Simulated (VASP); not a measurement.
A run of VASP 6.6.1 is set up as follows.

Contents of INCAR:

```
PREC = Accurate
ENCUT = 520
EDIFF = 1E-7
ISMEAR = -1
SIGMA = 0.05
LREAL = False
LASPH = True
NELM = 60
ALGO = Normal
ISIF = 2
LWAVE = False
LCHARG = False
GGA = PE
NBANDS = 20
```

File KPOINTS:

```
regular mesh
0
Gamma
  14 14 11
```

POSCAR

```
Ga
1.0
    1.3550077528     -3.9450026874      0.0000000000
    1.3550077528      3.9450026874      0.0000000000
   -0.1150727842      0.0000000000      3.2625314290
Ga
2
Direct
    0.8690000000      0.1310000000      0.2500000000
    0.1310000000      0.8690000000      0.7500000000
```

Potentials or basis: VASP PAW PBE potentials, release 64 (Ga_d).

Command:

```bash
$ cat potpaw_PBE.64/Ga_d/POTCAR > POTCAR
$ mpirun -np 1 vasp_std > vasp.out
```

(1) Predict the pressure.

(2) Estimate the largest force.

(3) Estimate the band gap on the k mesh.

## Answers

(1) 6.0 GPa.

(2) 0.217 eV/Å.

(3) zero (band 13 reaches 10.40 eV, above the bottom of band 14 at 2.02 eV).
